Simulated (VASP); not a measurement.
Write the native input for VASP 6.6.1 that does the following.

| Item | Value |
| --- | --- |
| Task | single point |
| Functional | PBE |
| Potentials or basis | VASP PAW PBE potentials, release 64 (Si, C) |
| Cutoff | 520 eV |
| k mesh | 6 × 6 × 6 |
| Occupations | gaussian, width 0.1 eV |
| Spin | no spin polarisation |
| Dipole correction | no |
| Further INCAR settings | ALGO = Normal; EDIFF = 1e-07; NBANDS = 11 |

The structure of SiC lies in POSCAR:

```
SiC
1.0
    0.0000000000      2.1895502410      2.1895502410
    2.1895502410      0.0000000000      2.1895502410
    2.1895502410      2.1895502410      0.0000000000
Si C
1 1
Direct
    0.0000000000      0.0000000000      0.0000000000
    0.2500000000      0.2500000000      0.2500000000
```

One way to write it, as run:

INCAR

```
SYSTEM = SiC
PREC = Accurate ; ENCUT = 520
EDIFF = 1E-7 ; ISMEAR = 0
SIGMA = 0.1 ; LREAL = .FALSE.
LASPH = .TRUE. ; NELM = 60
ALGO = Normal ; ISIF = 2
LWAVE = .FALSE. ; LCHARG = .FALSE.
GGA = PE ; NBANDS = 11
```

KPOINTS

```
regular mesh
0
G
  6 6 6
  0 0 0
```

Potentials or basis: VASP PAW PBE potentials, release 64 (Si, C).

The run is started by

```console
$ cat potpaw_PBE.64/Si/POTCAR potpaw_PBE.64/C/POTCAR > POTCAR
$ mpirun -np 1 vasp_std > vasp.out
```

It gave:

```json
{"Pressure": "0.1 GPa", "Band gap on the k mesh": "1.36 eV, indirect (least direct gap 4.52 eV)"}
```

Run time: 4 s on 1 thread of AMD EPYC 9R14 (Zen 4), on a shared host, peak memory 0.1 GiB.
